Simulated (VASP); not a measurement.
A run of VASP 6.6.1:

Contents of INCAR:

```
SYSTEM = HgTe
PREC = Accurate
ENCUT = 500
EDIFF = 1E-6
ISMEAR = -1
SIGMA = 0.01
LREAL = .False.
LASPH = .True.
NELM = 120
ALGO = Normal
ISIF = 2
LWAVE = .False.
LCHARG = .False.
GGA = PE
NBANDS = 16
GGA_COMPAT = .False.
```

Contents of KPOINTS:

```
regular mesh
0
Gamma
  6 6 6
  0 0 0
```

The input POSCAR:

```
HgTe
1.0
    0.0000000000      3.2300000000      3.2300000000
    3.2300000000      0.0000000000      3.2300000000
    3.2300000000      3.2300000000      0.0000000000
Hg Te
1 1
Direct
    0.0000000000      0.0000000000      0.0000000000
    0.7500000000      0.7500000000      0.7500000000
```

Potentials or basis: VASP PAW PBE potentials, release 64 (Hg, Te).

Command:

```sh
$ cat potpaw_PBE.64/Hg/POTCAR potpaw_PBE.64/Te/POTCAR > POTCAR
$ mpirun -np 1 vasp_std > vasp.out
```

Hardware: 1 thread of Intel Xeon 6975P-C (shared host).

Problem. How long does it take, and how much memory?

Solution. Wall time 17 s on 1 thread of Intel Xeon 6975P-C (shared host), peak memory 0.2 GiB. Counts: scf iterations 13, k points 16.
